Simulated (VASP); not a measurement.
**Zn: single point with PBEsol**

Zn:

```
Zn
1.0
     4.33680    0.00000    0.00000
    -2.16840    3.75578    0.00000
     0.00000    0.00000    7.22100
Zn
2
Cartesian
  0.0000 2.5039 4.4731
  2.1684 1.2519 2.7479
```

```
Program             : VASP 6.6.1
Task                : single point
Functional          : PBEsol
Potentials or basis : VASP PAW PBE potentials, release 64 (Zn)
Cutoff              : 520 eV
k mesh              : 6 × 6 × 4
Occupations         : fermi-dirac, width 0.1 eV
Spin                : no spin polarisation
```

| Quantity | Value |
| --- | --- |
| Pressure | -1.5 GPa |
| Largest force | 0.381 eV/Å |
| Band gap on the k mesh | 1.32 eV, indirect (least direct gap 1.83 eV) |

Forces on the atoms (eV/Å):
```
Zn   0.000  0.000 -0.381
Zn   0.000  0.000  0.381
```

Stress tensor (GPa, compression positive):
```
-1.75  0.00  0.00
 0.00 -1.75  0.00
 0.00  0.00 -0.98
```

Levels at points of the mesh, in eV from the valence-band top:
| k point | band 8 | band 9 | band 10 | band 11 | band 12 | band 13 | band 14 | band 15 | band 16 | band 17 |
| --- | --- | --- | --- | --- | --- | --- | --- | --- | --- | --- |
| (0.00, 0.00, 0.00) | -5.64 | -5.58 | -5.58 | -4.25 | -0.32 | 2.53 | 5.44 | 5.44 | 6.69 | 7.40 |
| (0.50, 0.00, 0.00) | -5.70 | -5.64 | -5.58 | -2.23 | -1.10 | 2.01 | 3.13 | 3.75 | 5.20 | 5.38 |
| (0.00, 0.00, 0.50) | -5.64 | -5.58 | -5.58 | -4.22 | -0.67 | 4.05 | 5.29 | 5.46 | 5.46 | 7.39 |
| (0.50, 0.00, 0.50) | -5.71 | -5.64 | -5.58 | -2.20 | -1.08 | 1.73 | 2.80 | 3.78 | 5.72 | 6.31 |

It took 13 s on 1 thread of Intel(R) Xeon(R) 6975P-C (Granite Rapids), with other jobs on the host, peak memory 0.23 GiB.

Caveat: the PAW data sets were made with another functional, which shifts forces and pressure a little. A k mesh can miss the band edges.
